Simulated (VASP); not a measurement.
# Si (P6/mmm) in VASP: elastic constants with PBE

Aim: the elastic constants of Si with PBE.

All numbers are computed with VASP 6.6.1; they aren't measurements. Logs are shortened: lines on timing, memory, paths and dates and some standing lists are left out, and cuts for length are marked.

## (1) The cell of the first run

It takes space group P6/mmm (No. 191, hexagonal). The conventional cell has a = 2.654 Å, b = 2.654 Å, c = 2.477 Å, α = 90.00°, β = 90.00°, γ = 120.00°. Si (site symmetry 6/mmm) has 8 Si at 2.48 to 2.65 Å within 3.3 Å.

This isn't the form of Si at room conditions, which is diamond.

## (2) Elastic constants, PBE

INCAR reads:

```
ALGO = Normal ; EDIFF = 1E-8
ENCUT = 600 ; GGA = PE
IBRION = 6 ; ISIF = 3
ISMEAR = -1 ; LASPH = T
LCHARG = T ; LREAL = F
LWAVE = F ; NBANDS = 8
NELM = 100 ; NFREE = 2
NSW = 1 ; POTIM = 0.015
PREC = Accurate ; SIGMA = 0.15
```

KPOINTS reads:

```
k-points
0
Gamma
  20 20 18
```

POSCAR reads:

```
Si
1.0
    2.6539430834      0.0000000000      0.0000000000
   -1.3269715417      2.2983821304      0.0000000000
    0.0000000000      0.0000000000      2.4770120379
Si
1
Direct
    0.0000000000      0.0000000000      0.0000000000
```

Potentials or basis: VASP PAW PBE potentials, release 64 (Si).

Run with:

```console
$ cat potpaw_PBE.64/Si/POTCAR > POTCAR
$ mpirun -np 1 vasp_std > vasp.out
```

OUTCAR:

```text
EDIFF = 1E-8
   ENCUT = 600
   GGA = PE
   IBRION = 6
   ISIF = 3
   ISMEAR = -1
   LASPH = T
   LREAL = F
   NELM = 100
   NFREE = 2
   NSW = 1
   POTIM = 0.015
   PREC = Accurate

 ion  position               nearest neighbor table
   1  0.000  0.000  0.000-

  LATTYP: Found a hexagonal cell.
 ALAT       =     2.6539430834
 C/A-ratio  =     0.9333327656

  Lattice vectors:

 A1 = (   2.6539430834,   0.0000000000,   0.0000000000)
 A2 = (  -1.3269715417,   2.2983821304,   0.0000000000)
 A3 = (   0.0000000000,   0.0000000000,   2.4770120379)

Analysis of symmetry for initial positions (statically):
=====================================================================
 Subroutine PRICEL returns:
 Original cell was already a primitive cell.

 Routine SETGRP: Setting up the symmetry group for a
 hexagonal supercell.

 Subroutine GETGRP returns: Found 24 space group operations
 (whereof 24 operations were pure point group operations)
 out of a pool of 24 trial point group operations.

The static configuration has the point symmetry D_6h.

Analysis of symmetry for dynamics (positions and initial velocities):
=====================================================================
 Subroutine PRICEL returns:
 Original cell was already a primitive cell.

 Routine SETGRP: Setting up the symmetry group for a
 hexagonal supercell.

 Subroutine GETGRP returns: Found 24 space group operations
 (whereof 24 operations were pure point group operations)
 out of a pool of 24 trial point group operations.

The dynamic configuration has the point symmetry D_6h.

 Subroutine INISYM returns: Found 24 space group operations
 (whereof 24 operations are pure point group operations),
 and found     1 'primitive' translations

[... 333 lines left out ...]
 Fermi energy:         9.3245862261

 k-point     1 :       0.0000    0.0000    0.0000
  band No.  band energies     occupation
      1      -4.5614      2.00000
      2      16.8703      0.00000
      3      17.3692      0.00000
      4      19.2162      0.00000
      5      19.2162      0.00000
      6      21.3935      0.00000
      7      21.3935      0.00000
      8      26.6720      0.00000
[... 243 lines left out ...]
 k-point    24 :       0.2500    0.1000    0.0000
  band No.  band energies     occupation
      1      -1.9165      2.00000
      2       8.5686      1.98714
      3      12.4241      0.00000
      4      19.2049      0.00000
      5      19.5638      0.00000
      6      23.1732      0.00000
      7      28.1581      0.00000
      8      28.7402      0.00000

 [... further k-points ...]

------------------------ aborting loop because EDIFF is reached ----------------------------------------

  FORCE on cell =-STRESS in cart. coord.  units (eV):
  Direction    XX          YY          ZZ          XY          YZ          ZX
  --------------------------------------------------------------------------------------
  -------------------------------------------------------------------------------------
  Total       -0.0009849     -0.0009849     -0.0062952      0.0000000     -0.0000000      0.0000000
  in kB       -0.1044338     -0.1044338     -0.6675443      0.0000000     -0.0000000      0.0000000
  external PRESSURE =      -0.2921373 kB  Pullay stress =       0.0000000 kB
[... 16 lines left out ...]
  FREE ENERGIE OF THE ION-ELECTRON SYSTEM (eV)
  ---------------------------------------------------
  free  energy   TOTEN  =        -5.1321172086 eV

  energy  without entropy=       -5.1059602482  energy(sigma->0) =       -5.11903873

 INTERNAL STRAIN TENSORS FROM STRAINED CELLS
 ============================================

 INTERNAL STRAIN TENSOR FOR ION    1 for displacements in x,y,z  (eV/Angst):
          X           Y           Z          XY          YZ          ZX
  --------------------------------------------------------------------------------
  x     0.00000    -0.00000    -0.00000    -0.00000     0.00000    -0.00000
  y     0.00000     0.00000     0.00000     0.00000     0.00000     0.00000
  z     0.00000     0.00000     0.00000     0.00000     0.00000     0.00000

 INTERNAL STRAIN TENSORS FROM DISPLACED ATOMS
 ============================================

 INTERNAL STRAIN TENSOR FOR ION    1 for displacements in x,y,z  (eV/Angst):
          X           Y           Z          XY          YZ          ZX
  --------------------------------------------------------------------------------
  x     0.00000     0.00000     0.00000     0.00000     0.00000     0.00000
  y     0.00000     0.00000     0.00000     0.00000     0.00000     0.00000
  z     0.00000     0.00000     0.00000     0.00000     0.00000     0.00000

 Eigenvectors and eigenvalues of the dynamical matrix
 ----------------------------------------------------

   1 f/i=    0.000000 THz     0.000000 2PiTHz    0.000000 cm-1     0.000000 meV
             X         Y         Z           dx          dy          dz
      0.000000  0.000000  0.000000     0.000000    0.000000    1.000000

   2 f/i=    0.000000 THz     0.000000 2PiTHz    0.000000 cm-1     0.000000 meV
             X         Y         Z           dx          dy          dz
      0.000000  0.000000  0.000000    -0.000003    1.000000    0.000000

   3 f/i=    0.000000 THz     0.000000 2PiTHz    0.000000 cm-1     0.000000 meV
             X         Y         Z           dx          dy          dz
      0.000000  0.000000  0.000000    -1.000000   -0.000003    0.000000

--------------------------------------------------------------------------------------------------------

 ELASTIC MODULI CONTR FROM IONIC RELAXATION (kBar)
 Direction    XX          YY          ZZ          XY          YZ          ZX
 --------------------------------------------------------------------------------
 XX           0.0000      0.0000      0.0000      0.0000      0.0000      0.0000
 YY           0.0000      0.0000      0.0000      0.0000      0.0000      0.0000
 ZZ           0.0000      0.0000      0.0000      0.0000      0.0000      0.0000
 XY           0.0000      0.0000      0.0000      0.0000      0.0000      0.0000
 YZ           0.0000      0.0000      0.0000      0.0000      0.0000      0.0000
 ZX           0.0000      0.0000      0.0000      0.0000      0.0000      0.0000
 --------------------------------------------------------------------------------

 TOTAL ELASTIC MODULI (kBar)
 Direction    XX          YY          ZZ          XY          YZ          ZX
 --------------------------------------------------------------------------------
 XX        1764.5576    931.0775    324.0793      0.0000     -0.0000      0.0000
 YY         931.0775   1764.5576    324.0793      0.0000      0.0000      0.0000
 ZZ         324.0793    324.0793   2943.7939      0.0000     -0.0000      0.0000
 XY           0.0000      0.0000      0.0000    416.7400      0.0000      0.0000
 YZ           0.0000     -0.0000     -0.0000      0.0000    798.8295      0.0000
 ZX           0.0000      0.0000      0.0000     -0.0000      0.0000    798.8295
 --------------------------------------------------------------------------------
```

Run time: 7.6 min. Hardware: 1 thread of Intel Xeon 6975P-C (Granite Rapids), shared host; peak memory 0.52 GiB.

Results:

```yaml
Voigt_bulk_modulus: 107 GPa
```

Elastic tensor in Voigt notation (GPa, in the Cartesian axes of the cell as first typed):
```
176  93  32   0   0   0
 93 176  32   0   0   0
 32  32 294   0   0   0
  0   0   0  80   0   0
  0   0   0   0  80   0
  0   0   0   0   0  42
```

Clamped-ion elastic tensor (GPa):
```
176  93  32   0   0   0
 93 176  32   0   0   0
 32  32 294   0   0   0
  0   0   0  80   0   0
  0   0   0   0  80   0
  0   0   0   0   0  42
```
